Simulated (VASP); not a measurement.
# SnO (P4/nmm) in VASP: relaxation of cell and atoms with PBEsol+D3(BJ)

Aim: the relaxation of cell and atoms of SnO with PBEsol+D3(BJ).

Program: VASP 6.6.1. These are calculated values, not measurements. Logs are shortened: lines on timing, memory, paths and dates and some standing lists are left out, and cuts for length are marked.

### Step 1. The cell of the first run

It takes space group P4/nmm (No. 129, tetragonal). The conventional cell has a = 3.802 Å, b = 3.802 Å, c = 4.836 Å, α = 90.00°, β = 90.00°, γ = 90.00°. Within 2.9 Å of Sn (site symmetry 4mm) lie 4 O at 2.22 Å. O (site symmetry -4m2) has 4 Sn at 2.22 Å and 4 O at 2.69 Å within 2.9 Å.

### Step 2. Relaxation of cell and atoms, PBEsol+D3(BJ)

File INCAR:

```
ALGO     = Normal         # electronic algorithm
EDIFF    = 1E-7           # SCF threshold, eV
EDIFFG   = -0.005         # ionic threshold
ENCUT    = 600            # plane-wave cutoff, eV
GGA      = PS             # functional
GGA_COMPAT= False        
IBRION   = 2              # ionic algorithm
ISIF     = 3              # what is computed and relaxed
ISMEAR   = 0              # smearing method
IVDW     = 12             # dispersion correction
LASPH    = True           # aspherical terms in the spheres
LCHARG   = False          # write CHGCAR
LREAL    = False          # projectors in reciprocal space
LWAVE    = False          # write WAVECAR
NELM     = 120            # most SCF steps
NELMIN   = 4            
NSW      = 100            # ionic steps
PREC     = Accurate       # precision mode
SIGMA    = 0.1            # smearing width, eV
```

File KPOINTS:

```
k-points
0
Gamma
  12 12 10
```

File POSCAR:

```
SnO
1.0
    3.8020000000      0.0000000000      0.0000000000
    0.0000000000      3.8020000000      0.0000000000
    0.0000000000      0.0000000000      4.8360000000
Sn O
2 2
Direct
    0.0000000000      0.5000000000      0.2385000000
    0.5000000000      0.0000000000      0.7615000000
    0.0000000000      0.0000000000      0.0000000000
    0.5000000000      0.5000000000      0.0000000000
```

Potentials or basis: VASP PAW PBE potentials, release 64 (Sn_d, O).

Started as:

```
cat potpaw_PBE.64/Sn_d/POTCAR potpaw_PBE.64/O/POTCAR > POTCAR
mpirun -np 1 vasp_std > vasp.out
```

OUTCAR:

```text
EDIFF = 1E-7
   EDIFFG = -0.005
   ENCUT = 600
   GGA = PS
   IBRION = 2
   ISIF = 3
   ISMEAR = 0
   IVDW = 12
   LASPH = True
   LREAL = False
   NELM = 120
   NELMIN = 4
   NSW = 100
   PREC = Accurate
 IVDW          = 12

 ion  position               nearest neighbor table
   1  0.000  0.500  0.239-   3 2.22   4 2.22   3 2.22   4 2.22   2 3.54   2 3.54   2 3.54   2 3.54
                             2 3.69   2 3.69   2 3.69   2 3.69
   2  0.500  0.000  0.761-   3 2.22   4 2.22   4 2.22   3 2.22   1 3.54   1 3.54   1 3.54   1 3.54
                             1 3.69   1 3.69   1 3.69   1 3.69
   3  0.000  0.000  0.000-   1 2.22   2 2.22   1 2.22   2 2.22
   4  0.500  0.500  0.000-   1 2.22   2 2.22   2 2.22   1 2.22

  LATTYP: Found a simple tetragonal cell.
 ALAT       =     3.8020000000
 C/A-ratio  =     1.2719621252

  Lattice vectors:

 A1 = (   3.8020000000,   0.0000000000,   0.0000000000)
 A2 = (   0.0000000000,   3.8020000000,   0.0000000000)
 A3 = (   0.0000000000,   0.0000000000,   4.8360000000)

Analysis of symmetry for initial positions (statically):
=====================================================================
 Subroutine PRICEL returns:
 Original cell was already a primitive cell.

 Routine SETGRP: Setting up the symmetry group for a
 simple tetragonal supercell.

 Subroutine GETGRP returns: Found 16 space group operations
 (whereof  8 operations were pure point group operations)
 out of a pool of 16 trial point group operations.

The static configuration has the point symmetry D_2d.
 The point group associated with its full space group is D_4h.

Analysis of symmetry for dynamics (positions and initial velocities):
=====================================================================
 Subroutine PRICEL returns:
 Original cell was already a primitive cell.

 Routine SETGRP: Setting up the symmetry group for a
 simple tetragonal supercell.

 Subroutine GETGRP returns: Found 16 space group operations
 (whereof  8 operations were pure point group operations)
 out of a pool of 16 trial point group operations.

The dynamic configuration has the point symmetry D_2d.
 The point group associated with its full space group is D_4h.

 Subroutine INISYM returns: Found 16 space group operations
 (whereof  8 operations are pure point group operations),
 and found     1 'primitive' translations

----------------------------------------------------------------------------------------

                                     Primitive cell

  volume of cell :      69.9054

  direct lattice vectors                    reciprocal lattice vectors
     3.802000000  0.000000000  0.000000000     0.263019463  0.000000000  0.000000000
     0.000000000  3.802000000  0.000000000     0.000000000  0.263019463  0.000000000
     0.000000000  0.000000000  4.836000000     0.000000000  0.000000000  0.206782465

  length of vectors
     3.802000000  3.802000000  4.836000000     0.263019463  0.263019463  0.206782465

  position of ions in fractional coordinates (direct lattice)
     0.000000000  0.500000000  0.238500000
     0.500000000  0.000000000  0.761500000
     0.000000000  0.000000000  0.000000000
     0.500000000  0.500000000  0.000000000

  ion indices of the primitive-cell ions
   primitive index   ion index
                 1           1
                 2           2
                 3           3
                 4           4

----------------------------------------------------------------------------------------

 KPOINTS: k-points

Automatic generation of k-mesh.
 Grid dimensions read from file:
 generate k-points for:   12   12   10

 Generating k-lattice:

  Cartesian coordinates                     Fractional coordinates (reciprocal lattice)
     0.021918289  0.000000000  0.000000000     0.083333333  0.000000000  0.000000000
     0.000000000  0.021918289  0.000000000     0.000000000  0.083333333  0.000000000
     0.000000000  0.000000000  0.020678246     0.000000000  0.000000000  0.100000000

  Length of vectors
     0.021918289  0.021918289  0.020678246

  Shift w.r.t. Gamma in fractional coordinates (k-lattice)
     0.000000000  0.000000000  0.000000000

 Subroutine IBZKPT returns following result:
 ===========================================

 Found    168 irreducible k-points:

 Following reciprocal coordinates:
            Coordinates               Weight
  0.000000  0.000000  0.000000      1.000000
  0.083333  0.000000  0.000000      4.000000
  0.166667  0.000000  0.000000      4.000000
  0.250000  0.000000  0.000000      4.000000
  0.333333  0.000000  0.000000      4.000000
  0.416667  0.000000  0.000000      4.000000
[... 16 lines left out ...]
  0.333333  0.333333  0.000000      4.000000
  0.416667  0.333333  0.000000      8.000000
 [... further k-points ...]
   k-points           NKPTS =    168   k-points in BZ     NKDIM =    168   number of bands    NBANDS=     24
   number of dos      NEDOS =    301   number of ions     NIONS =      4
   total plane-waves  NPLWV =  36000
   dimension x,y,z NGX =    30 NGY =   30 NGZ =   40
   dimension x,y,z NGXF=    60 NGYF=   60 NGZF=   80
   ions per type =               2   2
   NGX,Y,Z   is equivalent  to a cutoff of  13.12, 13.12, 13.75 a.u.
   NGXF,Y,Z  is equivalent  to a cutoff of  26.24, 26.24, 27.50 a.u.
 SYSTEM =  unknown system
   PREC   = accura    normal or accurate (medium, high low for compatibility)
   ISTART =      0    job   : 0-new  1-cont  2-samecut
   ICHARG =      2    charge: 1-file 2-atom 10-const
   ISPIN  =      1    spin polarized calculation?
   LNONCOLLINEAR =      F non collinear calculations
   LSORBIT =      F    spin-orbit coupling
   LASPH  =      T    aspherical Exc in radial PAW
   ENCUT  =  600.0 eV  44.10 Ry    6.64 a.u.   7.59  7.59  9.66*2*pi/ulx,y,z
   NELM   =    120;   NELMIN=  4; NELMDL= -5     # of ELM steps
   EDIFF  = 0.1E-06   stopping-criterion for ELM
   LREAL  =      F    real-space projection
   EDIFFG = -.5E-02   stopping-criterion for IOM
   NSW    =    100    number of steps for IOM
   IBRION =      2    ionic relax: 0-MD 1-quasi-New 2-CG
   NFREE  =      1    steps in history (QN), initial steepest desc. (CG)
   ISIF   =      3    stress and relaxation
   ISYM   =      2    0-nonsym 1-usesym 2-fastsym
   POTIM  = 0.5000    time-step for ionic-motion
   TEBEG  =    0.0;   TEEND  =   0.0 temperature during run
   PSTRESS=    0.0 pullay stress
   NELECT =      40.0000    total number of electrons
   NUPDOWN=      -1.0000    fix difference up-down
   EMIN   =  10.00;   EMAX   =-10.00  energy-range for DOS
   EFERMI =   0.00;   METHOD = LEGACY
   ISMEAR =     0;   SIGMA  =   0.10  broadening in eV -4-tet -1-fermi 0-gaus
   EFERMI_NEDOS =   21; number of points for ismear=-14 and -15
   IALGO  =     38    algorithm
   IMIX   =      4    mixing-type and parameters
     AMIX     =   0.40;   BMIX     =  1.00
     AMIX_MAG =   1.60;   BMIX_MAG =  1.00
  volume/ion in A,a.u.               =      17.48       117.94
  Fermi-wavevector in a.u.,A,eV,Ry     =   1.359121  2.568365 25.132801  1.847209
  Thomas-Fermi vector in A             =   2.485896
   LORBIT       =      0    0 simple, 1 ext, 2 COOP (PROOUT), +10 PAW based schemes
   GGA     = PS    functional components
   LHFCALC =     F    Hartree Fock is set to
   AEXX    =    0.0000 exact exchange contribution
   IVDW    =    12    specifies the selected vdW correction
   LEPSILON=     F    determine dielectric tensor
   LRPA    =     F    only Hartree local field effects (RPA)
 conjugate gradient relaxation of ions
 non-spin polarized calculation
 Gauss-broadening in eV      SIGMA  =   0.10
  energy-cutoff  :      600.00
  volume of cell :       69.91
 maximum number of plane-waves:      2356
   NGX = 15   NGY = 15   NGZ = 19

--------------------------------------- Ionic step        1  -------------------------------------------

 number of electron      40.0000024 magnetization

 Free energy of the ion-electron system (eV)
  ---------------------------------------------------
  ext. energy  EPLUGINS =         0.00000000
  ---------------------------------------------------
  free energy    TOTEN  =       -24.21626438 eV

  energy without entropy =      -24.21577744  energy(sigma->0) =      -24.21602091

------------------------ aborting loop because EDIFF is reached ----------------------------------------

 Edisp (eV)   -0.86370

 E8    (eV) :    -0.5713

  FORCE on cell =-STRESS in cart. coord.  units (eV):
  Direction    XX          YY          ZZ          XY          YZ          ZX
  --------------------------------------------------------------------------------------
  -------------------------------------------------------------------------------------
  Total      -0.76943    -0.76943    -0.95331     0.00000    -0.00000     0.00000
  in kB     -17.63482   -17.63482   -21.84906     0.00000    -0.00000     0.00000
  external pressure =      -19.04 kB  Pullay stress =        0.00 kB
[... 103 lines left out ...]
  FREE ENERGIE OF THE ION-ELECTRON SYSTEM (eV)
  ---------------------------------------------------
  free  energy   TOTEN  =       -25.0938175044 eV

  energy  without entropy=      -25.0929600820  energy(sigma->0) =      -25.09338879

[... ionic steps 4 to 9 ...]

--------------------------------------- Ionic step       10  -------------------------------------------

 number of electron      40.0000010 magnetization

------------------------ aborting loop because EDIFF is reached ----------------------------------------

 Edisp (eV)   -0.93884

 E8    (eV) :    -0.6213
[... 73 lines left out ...]
  energy  without entropy=      -25.1283873957  energy(sigma->0) =      -25.12961712

--------------------------------------- Ionic step       12  -------------------------------------------

 number of electron      40.0000012 magnetization

 Free energy of the ion-electron system (eV)
  ---------------------------------------------------
  ext. energy  EPLUGINS =         0.00000000
  ---------------------------------------------------
  free energy    TOTEN  =       -24.19380289 eV

  energy without entropy =      -24.19137828  energy(sigma->0) =      -24.19259059

 E-fermi :   7.9897     XC(G=0): -10.9571

 val. band max:        7.9475982718   @ k =   0.5000   0.4167   0.0000
 cond. band min:       7.9935692644   @ k =   0.0000   0.0000   0.1000
 fundamental gap:      0.0459709925
 Fermi energy:         7.9896953053

 k-point     1 :       0.0000    0.0000    0.0000
  band No.  band energies     occupation
      1     -14.0538      2.00000
      2     -13.5932      2.00000
      3     -13.5932      2.00000
      4     -13.5650      2.00000
      5     -13.5363      2.00000
      6     -13.5317      2.00000
[... 637 lines left out ...]
     23      12.5438      0.00000
     24      12.8389      0.00000

 [... further k-points ...]

------------------------ aborting loop because EDIFF is reached ----------------------------------------

 Edisp (eV)   -0.93705

 E8    (eV) :    -0.6201

  FORCE on cell =-STRESS in cart. coord.  units (eV):
  Direction    XX          YY          ZZ          XY          YZ          ZX
  --------------------------------------------------------------------------------------
  -------------------------------------------------------------------------------------
  Total      -0.00749    -0.00749     0.01753     0.00000     0.00000     0.00000
  in kB      -0.18558    -0.18558     0.43458     0.00000     0.00000     0.00000
  external pressure =        0.02 kB  Pullay stress =        0.00 kB
[... 19 lines left out ...]
  FREE ENERGIE OF THE ION-ELECTRON SYSTEM (eV)
  ---------------------------------------------------
  free  energy   TOTEN  =       -25.1308564106 eV

  energy  without entropy=      -25.1284318096  energy(sigma->0) =      -25.12964411

 reached required accuracy - stopping structural energy minimisation
```

Run time: 42 min. Hardware: 1 thread of Oxide Virtual Turin-like, shared host; peak memory 0.39 GiB.

What came out:

```yaml
Free_energy: -25.1309 eV
Relaxed_volume: 16.16 Å³/atom
Relaxed_cell: a = 3.770 Å, b = 3.770 Å, c = 4.547 Å, α = 90.00°, β = 90.00°, γ = 90.00°
Space_group_after_relaxing_to_0.1_Å: P4/nmm (No. 129)
Energy_gained_by_relaxing: 12.7 meV/atom
Ionic_steps: 12
Pressure_after_relaxing: 0.0 GPa
Band_gap_on_the_k_mesh: zero (bands 20 and 21 overlap by 0.52 eV)
Dispersion_energy_per_atom: -0.234 eV
```

The path:
| step | energy change (eV) | largest force (eV/Å) | pressure (GPa) | volume (Å³) |
| --- | --- | --- | --- | --- |
| 1 | 0.0000 | 0.1454 | -1.90 | 69.91 |
| 2 | -0.0139 | 0.4598 | 0.55 | 67.83 |
| 3 | -0.0139 | 0.4612 | 0.59 | 67.81 |
| 4 | -0.0262 | 0.3174 | 0.45 | 67.09 |
| 5 | -0.0416 | 0.0709 | 0.16 | 65.02 |
| 6 | -0.0476 | 0.0596 | 0.02 | 64.85 |
| 7 | -0.0507 | 0.0516 | -0.14 | 64.60 |
| 8 | -0.0507 | 0.0515 | -0.14 | 64.59 |
| 9 | -0.0507 | 0.0384 | 0.32 | 64.44 |
| 10 | -0.0508 | 0.0101 | 0.07 | 64.52 |
| 11 | -0.0509 | 0.0052 | 0.05 | 64.58 |
| 12 | -0.0509 | 0.0001 | 0.00 | 64.64 |

Final structure:
```yaml
crystal:
  lattice:
    - [3.77026, 0.00000, 0.00000]
    - [0.00000, 3.77026, 0.00000]
    - [0.00000, 0.00000, 4.54739]
  atoms:
    - { symbol: Sn, position: [0.00000, 0.50000, 0.25495] }
    - { symbol: Sn, position: [0.50000, 0.00000, 0.74505] }
    - { symbol: O, position: [0.00000, 0.00000, 0.00000] }
    - { symbol: O, position: [0.50000, 0.50000, 0.00000] }
```

Caveat: semilocal functionals underestimate gaps, and a narrow one can read as zero; the PAW data sets were made with another functional, which shifts forces and pressure a little; spin-orbit coupling is left out, which moves the levels of the heavy elements.

The gap in the log of VASP goes by the Fermi energy; the results here count the filled bands.